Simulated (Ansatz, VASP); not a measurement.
## CuSi: VASP beside Ansatz

```
Si Cu
1.0
     2.63888    0.00000    0.00000
    -1.31944    2.28534    0.00000
     0.00000    0.00000    4.30313
Si Cu
1 1
Cartesian
  0.0000 1.5236 0.0000
  1.3194 0.7618 2.1516
```

Alike in both runs: task relaxation of cell and atoms; functional PBE; k mesh 24 × 24 × 14; occupations gaussian, width 0.1 eV; no spin polarisation.

```csv
,VASP,Ansatz
version,VASP 6.6.1,Ansatz 0.2.0
potentials or method,"VASP PAW PBE potentials, release 64 (Si, Cu), cutoff 600 eV","scalar-relativistic, plane waves, PAW"
valence electrons in the cell,15,23
```

|  | VASP | Ansatz | Ansatz less VASP |
| --- | --- | --- | --- |
| gap on the k mesh at the Fermi level, each at its own relaxed structure (eV) | none | none | - |
| relaxed volume (Å³/atom) | 13.26 | 13.23 | -0.034 |
| relaxed cell length with the largest relative difference (Å) | 4.008 | 4.002 | -0.0064 |

A gap of «none» marks a metal or a gap that the smearing closes. VASP's potentials hold 15 valence electrons a cell and Ansatz's 23, so a difference there can come from the potentials and not from the codes.
